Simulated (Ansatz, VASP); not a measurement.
Two plane-wave programs on AlSiB

File INCAR:

```
PREC = Accurate
ENCUT = 520
EDIFF = 1E-7
ISMEAR = 0
SIGMA = 0.1
LREAL = F
LASPH = T
NELM = 80
ALGO = Normal
ISIF = 2
LWAVE = F
LCHARG = F
GGA = PE
NBANDS = 12
```

Contents of KPOINTS:

```
regular mesh
0
Gamma
  6 6 6
```

The input POSCAR:

```
AlSiB
1.0
    3.6983107500      0.0000000000      0.0000000000
   -1.8491553700      3.2028310600      0.0000000000
    0.0000000000      0.0000000000      3.2640289800
Al Si B
1 1 1
Direct
    0.0000000000      0.0000000000      0.5000000000
    0.6666666700      0.3333333300      0.5000000000
    0.3333333300      0.6666666700      0.0000000000
```

Input for Ansatz:

```yaml
crystal:
  lattice:
    - [3.69831075, 0.0, 0.0]
    - [-1.84915537, 3.20283106, 0.0]
    - [0.0, 0.0, 3.26402898]
  atoms:
    - { symbol: Al, position: [0.0, 0.0, 0.5] }
    - { symbol: Si, position: [0.66666667, 0.33333333, 0.5] }
    - { symbol: B, position: [0.33333333, 0.66666667, 0.0] }
basis:
  ecutwfc: 420
kpoints:
  mp_grid: { grid: [6, 6, 6] }
hamiltonian:
  xc: pbe
scf:
  occupations: { method: gaussian, width: 0.1 }
  lower_state_search: "off"
output:
  forces: true
  stress: true
  eigenvalues: true
```

Change from the starting cell: species swapped into the TbCuGe type (P-6m2, No. 187).

Alike in both runs: task single point; functional PBE; k mesh 6 × 6 × 6; occupations gaussian, width 0.1 eV; no spin polarisation.

|  | VASP | Ansatz |
| --- | --- | --- |
| version | VASP 6.6.1 | Ansatz 0.2.0 |
| potentials or method | VASP PAW PBE potentials, release 64 (Al, Si, B), cutoff 520 eV | scalar-relativistic, plane waves, PAW |
| valence electrons in the cell | 10 | 10 |

Ansatz gave:

```
gap on the k mesh at the Fermi level (eV)                     : none
pressure (GPa)                                                : 24.9
traceless stress, the component that is largest in VASP (GPa) : -33.75
```

Problem. Estimate VASP's values.

Solution. gap on the k mesh at the Fermi level (eV): none; pressure (GPa): 24.8; traceless stress, the component that is largest in VASP (GPa): -33.66.

A gap of «none» marks a metal or a gap that the smearing closes.
